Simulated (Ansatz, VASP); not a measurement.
## One calculation of LiH, two programs

```
Li H
1.0
     0.00000    2.06308    2.06308
     2.06308    0.00000    2.06308
     2.06308    2.06308    0.00000
Li H
1 1
Direct
  0.00000 0.00000 0.00000
  0.50000 0.50000 0.50000
```

Change from the starting cell: hydrostatic strain +3.0%.

Alike in both runs: task single point; functional HSE06; k mesh 8 × 8 × 8; no spin polarisation.

|  | VASP | Ansatz |
| --- | --- | --- |
| version | VASP 6.6.1 | Ansatz 0.2.0 |
| potentials or method | VASP PAW PBE potentials, release 64 (Li_sv, H) | plane waves, PAW |
| plane-wave cutoff (eV) | 520 | 420 |
| occupations | gaussian, width 0.01 eV | fixed |
| valence electrons in the cell | 4 | 4 |

Ansatz gave:

| Property | Result |
| --- | --- |
| gap on the k mesh at the Fermi level (eV) | 4.02 |

Q: Which values does VASP return?

A: gap on the k mesh at the Fermi level (eV): 4.01.

Ansatz's warnings: stress exchange threshold loose, stress scf threshold loose.

Noted on VASP's run: the cutoff is under 1.25 times that of the potentials, so the pressure is a little rough.
